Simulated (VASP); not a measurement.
Pt, 2 atoms in the cell. Symmetry: P6_3/mmc, No. 194, hexagonal system. The conventional cell has a = 2.780 Å, b = 2.780 Å, c = 4.848 Å, α = 90.00°, β = 90.00°, γ = 120.00°. Within 3.7 Å of Pt (site symmetry -6m2) lie 12 Pt at 2.78 to 2.91 Å.  This cell differs from its parent crystal: volume scaled by 1.03, then relaxed in part.

```yaml
Program: VASP 6.6.1
Task: single point
Functional: PBE
Potentials_or_basis: VASP PAW PBE potentials, release 64 (Pt)
Cutoff: 520 eV
k_mesh: 18 × 18 × 10
Occupations: gaussian, width 0.1 eV
Spin: no spin polarisation
Dipole_correction: no
Further_INCAR_settings: ALGO = Normal; EDIFF = 1e-06; NBANDS = 17
```

Potentials or basis: VASP PAW PBE potentials, release 64 (Pt).

Launch:

```console
$ cat potpaw_PBE.64/Pt/POTCAR > POTCAR
$ mpirun -np 1 vasp_std > vasp.out
```

Hardware: 1 thread of Intel(R) Xeon(R) 6975P-C (Granite Rapids), on a shared host.

**Question.** Estimate the wall time of this run.

**Answer.** Run time: 29 s on 1 thread of Intel(R) Xeon(R) 6975P-C (Granite Rapids) (shared host), peak memory 0.23 GiB. Counts: scf iterations 11, k points 222.
